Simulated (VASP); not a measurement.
# Fe (Fmmm) in VASP: relaxation of cell and atoms with PBEsol

Aim: the relaxation of cell and atoms of Fe with PBEsol.

Program: VASP 6.6.1. These are calculated values, not measurements. Logs are shortened: lines on timing, memory, paths and dates and some standing lists are left out, and cuts for length are marked.

## 1. The cell of the first run

It takes space group Fmmm (No. 69, orthorhombic). Conventional cell: a = 3.400 Å, b = 3.452 Å, c = 3.710 Å, α = 90.00°, β = 90.00°, γ = 90.00°. Within 3.2 Å of Fe (site symmetry mmm) lie 12 Fe at 2.42 to 2.53 Å.

## 2. Relaxation of cell and atoms, PBEsol, collinear spin, ferromagnetic start

Contents of INCAR:

```
SYSTEM = Fe
PREC     = Accurate       ! precision mode
ENCUT    = 600            ! plane-wave cutoff, eV
EDIFF    = 1E-7           ! SCF threshold, eV
ISMEAR   = 0              ! smearing method
SIGMA    = 0.1            ! smearing width, eV
LREAL    = .FALSE.        ! projectors in reciprocal space
LASPH    = .TRUE.         ! aspherical terms in the spheres
NELM     = 150            ! most SCF steps
ALGO     = Normal         ! electronic algorithm
ISIF     = 3              ! what is computed and relaxed
LWAVE    = .FALSE.        ! write WAVECAR
LCHARG   = .FALSE.        ! write CHGCAR
ISPIN    = 2              ! spin polarisation
MAGMOM   = 3.5 3.5        ! initial moments
LORBIT   = 11             ! projections on sites
LMAXMIX  = 4              ! l up to which the mixer works
GGA      = PS             ! functional
IBRION   = 2              ! ionic algorithm
NSW      = 80             ! ionic steps
EDIFFG   = -0.02          ! ionic threshold
```

Contents of KPOINTS:

```
regular mesh
0
G
  9 9 6
  0 0 0
```

Contents of POSCAR:

```
Fe
1.0
    1.7000750000     -1.7262360000      0.0000000000
    1.7000750000      1.7262360000      0.0000000000
    0.0000000000      0.0000000000      3.7097030000
Fe
2
Direct
    0.5000000000      0.5000000000      0.5000000000
    0.0000000000      0.0000000000      0.0000000000
```

Potentials or basis: VASP PAW PBE potentials, release 64 (Fe).

The run is started by

```console
cat potpaw_PBE.64/Fe/POTCAR > POTCAR
mpirun -np 1 vasp_std > vasp.out
```

OUTCAR:

```text
SYSTEM = Fe
   PREC = Accurate
   ENCUT = 600
   EDIFF = 1E-7
   ISMEAR = 0
   LREAL = .FALSE.
   LASPH = .TRUE.
   NELM = 150
   ISIF = 3
   ISPIN = 2
   LORBIT = 11
   GGA = PS
   IBRION = 2
   NSW = 80
   EDIFFG = -0.02

 ion  position               nearest neighbor table
   1  0.500  0.500  0.500-   2 2.52   2 2.52   2 2.52   2 2.52   2 2.53   2 2.53   2 2.53   2 2.53

   2  0.000  0.000  0.000-   1 2.52   1 2.52   1 2.52   1 2.52   1 2.53   1 2.53   1 2.53   1 2.53

  LATTYP: Found a base centered orthorhombic cell.
 ALAT       =     3.4001500000
 B/A-ratio  =     1.0153881446
 C/A-ratio  =     1.0910409835

  Lattice vectors:

 A1 = (   1.7000750000,  -1.7262360000,   0.0000000000)
 A2 = (   1.7000750000,   1.7262360000,   0.0000000000)
 A3 = (   0.0000000000,   0.0000000000,   3.7097030000)

Analysis of symmetry for initial positions (statically):
=====================================================================
 Subroutine PRICEL returns following result:

  LATTYP: Found a face centered orthorhombic cell.
 ALAT       =     3.4001500000
 B/A-ratio  =     1.0153881446
 C/A-ratio  =     1.0910409835
[... 12 lines left out ...]
 Subroutine GETGRP returns: Found  8 space group operations
 (whereof  8 operations were pure point group operations)
 out of a pool of  8 trial point group operations.

The static configuration has the point symmetry D_2h.

Analysis of symmetry for dynamics (positions and initial velocities):
=====================================================================
 Subroutine PRICEL returns following result:

  LATTYP: Found a face centered orthorhombic cell.
 ALAT       =     3.4001500000
 B/A-ratio  =     1.0153881446
 C/A-ratio  =     1.0910409835
[... 12 lines left out ...]
 Subroutine GETGRP returns: Found  8 space group operations
 (whereof  8 operations were pure point group operations)
 out of a pool of  8 trial point group operations.

The dynamic configuration has the point symmetry D_2h.

Analysis of structural, dynamic, and magnetic symmetry:
=====================================================================
 Subroutine PRICEL returns following result:

  LATTYP: Found a face centered orthorhombic cell.
 ALAT       =     3.4001500000
 B/A-ratio  =     1.0153881446
 C/A-ratio  =     1.0910409835
[... 12 lines left out ...]
 Subroutine GETGRP returns: Found  8 space group operations
 (whereof  8 operations were pure point group operations)
 out of a pool of  8 trial point group operations.

The overall configuration has the point symmetry D_2h.

 Subroutine INISYM returns: Found  8 space group operations
 (whereof  8 operations are pure point group operations),
 and found     2 'primitive' translations

----------------------------------------------------------------------------------------

                                     Primitive cell

  volume of cell :      10.8870

  direct lattice vectors                    reciprocal lattice vectors
     0.000000000 -1.726236000 -1.854851500    -0.294104672 -0.289647534 -0.269563359
     1.700075000  0.000000000 -1.854851500     0.294104672  0.289647534 -0.269563359
     1.700075000 -1.726236000 -0.000000000     0.294104672 -0.289647534  0.269563359

  length of vectors
     2.533843881  2.516094015  2.422838363     0.493008779  0.493008779  0.493008779

  position of ions in fractional coordinates (direct lattice)
     0.000000000  1.000000000  0.000000000

  ion indices of the primitive-cell ions
   primitive index   ion index
                 1           1

----------------------------------------------------------------------------------------

 KPOINTS: regular mesh

Automatic generation of k-mesh.
 Grid dimensions read from file:
 generate k-points for:    9    9    6

 Generating k-lattice:

  Cartesian coordinates                     Fractional coordinates (reciprocal lattice)
     0.032678297 -0.032183059  0.000000000     0.111111111 -0.000000000  0.000000000
     0.032678297  0.032183059  0.000000000    -0.000000000  0.111111111  0.000000000
     0.000000000  0.000000000  0.044927226     0.000000000  0.000000000  0.166666667

  Length of vectors
     0.045865242  0.045865242  0.044927226

  Shift w.r.t. Gamma in fractional coordinates (k-lattice)
     0.000000000  0.000000000  0.000000000

 Subroutine IBZKPT returns following result:
 ===========================================

 Found    100 irreducible k-points:

 Following reciprocal coordinates:
            Coordinates               Weight
  0.000000  0.000000  0.000000      1.000000
  0.111111  0.000000  0.000000      4.000000
  0.222222  0.000000  0.000000      4.000000
  0.333333  0.000000  0.000000      4.000000
  0.444444  0.000000  0.000000      4.000000
  0.111111  0.111111  0.000000      2.000000
[... 16 lines left out ...]
 -0.333333  0.333333  0.000000      2.000000
  0.444444  0.444444  0.000000      2.000000
 [... further k-points ...]
   k-points           NKPTS =    100   k-points in BZ     NKDIM =    100   number of bands    NBANDS=     16
   number of dos      NEDOS =    301   number of ions     NIONS =      2
   total plane-waves  NPLWV =  12000
   dimension x,y,z NGX =    20 NGY =   20 NGZ =   30
   dimension x,y,z NGXF=    40 NGYF=   40 NGZF=   60
   ions per type =               2
   NGX,Y,Z   is equivalent  to a cutoff of  13.72, 13.72, 13.44 a.u.
   NGXF,Y,Z  is equivalent  to a cutoff of  27.45, 27.45, 26.89 a.u.
 SYSTEM =  Fe
   PREC   = accura    normal or accurate (medium, high low for compatibility)
   ISTART =      0    job   : 0-new  1-cont  2-samecut
   ICHARG =      2    charge: 1-file 2-atom 10-const
   ISPIN  =      2    spin polarized calculation?
   LNONCOLLINEAR =      F non collinear calculations
   LSORBIT =      F    spin-orbit coupling
   LASPH  =      T    aspherical Exc in radial PAW
   ENCUT  =  600.0 eV  44.10 Ry    6.64 a.u.   4.84  4.84  7.41*2*pi/ulx,y,z
   NELM   =    150;   NELMIN=  2; NELMDL= -5     # of ELM steps
   EDIFF  = 0.1E-06   stopping-criterion for ELM
   LREAL  =      F    real-space projection
   EDIFFG = -.2E-01   stopping-criterion for IOM
   NSW    =     80    number of steps for IOM
   IBRION =      2    ionic relax: 0-MD 1-quasi-New 2-CG
   NFREE  =      1    steps in history (QN), initial steepest desc. (CG)
   ISIF   =      3    stress and relaxation
   ISYM   =      2    0-nonsym 1-usesym 2-fastsym
   POTIM  = 0.5000    time-step for ionic-motion
   TEBEG  =    0.0;   TEEND  =   0.0 temperature during run
   PSTRESS=    0.0 pullay stress
   NELECT =      16.0000    total number of electrons
   NUPDOWN=      -1.0000    fix difference up-down
   EMIN   =  10.00;   EMAX   =-10.00  energy-range for DOS
   EFERMI =   0.00;   METHOD = LEGACY
   ISMEAR =     0;   SIGMA  =   0.10  broadening in eV -4-tet -1-fermi 0-gaus
   EFERMI_NEDOS =   21; number of points for ismear=-14 and -15
   IALGO  =     38    algorithm
   IMIX   =      4    mixing-type and parameters
     AMIX     =   0.40;   BMIX     =  1.00
     AMIX_MAG =   1.60;   BMIX_MAG =  1.00
  volume/ion in A,a.u.               =      10.89        73.47
  Fermi-wavevector in a.u.,A,eV,Ry     =   1.477301  2.791694 29.693608  2.182419
  Thomas-Fermi vector in A             =   2.591722
   LORBIT       =     11    0 simple, 1 ext, 2 COOP (PROOUT), +10 PAW based schemes
   GGA     = PS    functional components
   LHFCALC =     F    Hartree Fock is set to
   AEXX    =    0.0000 exact exchange contribution
   IVDW    =     0    specifies the selected vdW correction
   LEPSILON=     F    determine dielectric tensor
   LRPA    =     F    only Hartree local field effects (RPA)
 conjugate gradient relaxation of ions
 spin polarized calculation
 Gauss-broadening in eV      SIGMA  =   0.10
  energy-cutoff  :      600.00
  volume of cell :       21.77
 maximum number of plane-waves:       740
   NGX =  9   NGY =  9   NGZ = 15

--------------------------------------- Ionic step        1  -------------------------------------------

 number of electron      15.9999997 magnetization       4.4350398

 Free energy of the ion-electron system (eV)
  ---------------------------------------------------
  ext. energy  EPLUGINS =         0.00000000
  ---------------------------------------------------
  free energy    TOTEN  =       -17.52882157 eV

  energy without entropy =      -17.51267208  energy(sigma->0) =      -17.52074682

------------------------ aborting loop because EDIFF is reached ----------------------------------------

  FORCE on cell =-STRESS in cart. coord.  units (eV):
  Direction    XX          YY          ZZ          XY          YZ          ZX
  --------------------------------------------------------------------------------------
  -------------------------------------------------------------------------------------
  Total       -0.1879381      0.3285348      1.5043363      0.0000000      0.0000000      0.0000000
  in kB      -13.8289155     24.1743366    110.6924805      0.0000000      0.0000000      0.0000000
  external PRESSURE =      40.3459672 kB  Pullay stress =       0.0000000 kB
[... 89 lines left out ...]
  FREE ENERGIE OF THE ION-ELECTRON SYSTEM (eV)
  ---------------------------------------------------
  free  energy   TOTEN  =       -17.5685453796 eV

  energy  without entropy=      -17.5589815488  energy(sigma->0) =      -17.56376346

[... ionic steps 4 to 25 ...]

--------------------------------------- Ionic step       26  -------------------------------------------

 number of electron      15.9999996 magnetization       4.1949412

------------------------ aborting loop because EDIFF is reached ----------------------------------------
[... 67 lines left out ...]
--------------------------------------- Ionic step       28  -------------------------------------------

 number of electron      15.9999996 magnetization       4.1960383

 Free energy of the ion-electron system (eV)
  ---------------------------------------------------
  ext. energy  EPLUGINS =         0.00000000
  ---------------------------------------------------
  free energy    TOTEN  =       -17.85121897 eV

  energy without entropy =      -17.84270494  energy(sigma->0) =      -17.84696195

 E-fermi :   6.1900     XC(G=0): -13.5624

 val. band max:        6.1896736030   @ k =  -0.4444   0.4444   0.0000
 cond. band min:       6.1970070407   @ k =   0.3333   0.3333   0.1667
 fundamental gap:      0.0073334377
 Fermi energy:         6.1899685973

 spin component 1

 k-point     1 :       0.0000    0.0000    0.0000
  band No.  band energies     occupation
      1      -2.6303      1.00000
      2       0.9568      1.00000
      3       2.5771      1.00000
      4       3.7671      1.00000
      5       3.7796      1.00000
      6       3.8043      1.00000
[... 435 lines left out ...]
      5       5.2414      1.00000
      6       5.3661      1.00000
[... 8 lines left out ...]
     15      16.9651      0.00000
     16      22.4483      0.00000

 [... further k-points ...]

 spin component 2

 k-point     1 :       0.0000    0.0000    0.0000
  band No.  band energies     occupation
      1      -2.3603      1.00000
      2       2.2117      1.00000
      3       4.2018      1.00000
      4       5.5780      1.00000
      5       5.6046      1.00000
      6       5.6377      1.00000
[... 476 lines left out ...]
  FREE ENERGIE OF THE ION-ELECTRON SYSTEM (eV)
  ---------------------------------------------------
  free  energy   TOTEN  =       -17.8512189713 eV

  energy  without entropy=      -17.8427049362  energy(sigma->0) =      -17.84696195

 reached required accuracy - stopping structural energy minimisation

 total charge

# of ion       s       p       d       tot
------------------------------------------
    1        0.512   0.591   6.277   7.380
    2        0.512   0.591   6.277   7.380
--------------------------------------------------
tot          1.024   1.182  12.554  14.760

 magnetization (x)

# of ion       s       p       d       tot
------------------------------------------
    1       -0.011  -0.048   2.138   2.079
    2       -0.011  -0.048   2.138   2.079
--------------------------------------------------
tot         -0.023  -0.096   4.276   4.158
```

Wall time 8 min (1 thread of Intel Xeon 6975P-C (Granite Rapids), shared host); peak memory 0.21 GiB.

What came out:

| Property | Result |
| --- | --- |
| Free energy | -17.8512 eV |
| Relaxed volume | 10.81 Å³/atom |
| Relaxed cell | a = 2.411 Å, b = 2.411 Å, c = 3.938 Å, α = 90.00°, β = 90.00°, γ = 109.10° |
| Space group after relaxing (to 0.05 Å) | Im-3m (No. 229) |
| Energy gained by relaxing | 161.2 meV/atom |
| Ionic steps | 28 |
| Pressure after relaxing | -0.2 GPa |
| Net moment | 4.20 μB per cell |
| Site moments | Fe +2.08 μB |
| Valence electrons inside the program's atomic spheres | Fe 7.38 |

Step by step:
| step | energy change (eV) | largest force (eV/Å) | pressure (GPa) | volume (Å³) |
| --- | --- | --- | --- | --- |
| 1 | 0.0000 | 0.0000 | 4.03 | 21.77 |
| 2 | -0.0382 | 0.0000 | -2.69 | 22.64 |
| 3 | -0.0397 | 0.0000 | -3.94 | 22.81 |
| 4 | -0.0626 | 0.0000 | -1.24 | 22.50 |
| 5 | -0.0636 | 0.0000 | -0.59 | 22.44 |
| 6 | -0.0825 | 0.0000 | 0.66 | 22.22 |
| 7 | -0.1696 | 0.0000 | 4.08 | 21.52 |
| 8 | -0.1794 | 0.0000 | 24.06 | 19.90 |
| 9 | -0.2430 | 0.0000 | 12.06 | 20.72 |
| 10 | -0.2424 | 0.0000 | 14.90 | 20.51 |
| 11 | -0.2443 | 0.0000 | 15.02 | 20.51 |
| 12 | -0.2489 | 0.0000 | 15.32 | 20.49 |
| 13 | -0.2527 | 0.0000 | 15.89 | 20.44 |
| 14 | -0.2582 | 0.0000 | 15.11 | 20.49 |
| 15 | -0.2732 | 0.0000 | 12.83 | 20.64 |
| 16 | -0.2964 | 0.0000 | 8.46 | 20.95 |
| 17 | -0.3176 | 0.0000 | 0.56 | 21.57 |
| 18 | -0.3181 | 0.0000 | -0.64 | 21.68 |
| 19 | -0.3181 | 0.0000 | -0.92 | 21.70 |
| 20 | -0.3187 | 0.0000 | -0.85 | 21.69 |
| 21 | -0.3204 | 0.0000 | -0.61 | 21.67 |
| 22 | -0.3221 | 0.0000 | -0.09 | 21.62 |
| 23 | -0.3222 | 0.0000 | 0.07 | 21.60 |
| 24 | -0.3222 | 0.0000 | 0.09 | 21.60 |
| 25 | -0.3223 | 0.0000 | 0.03 | 21.60 |
| 26 | -0.3224 | 0.0000 | -0.12 | 21.62 |
| 27 | -0.3223 | 0.0000 | -0.44 | 21.65 |
| 28 | -0.3224 | 0.0000 | -0.20 | 21.63 |

Final structure:
```
Fe
1.0
     1.39821   -1.96390    0.00000
     1.39821    1.96390    0.00000
     0.00000    0.00000    3.93813
Fe
2
Cartesian
  1.3982 0.0000 1.9691
  0.0000 0.0000 0.0000
```

Caveat: the PAW data sets were made with another functional, which shifts forces and pressure a little.
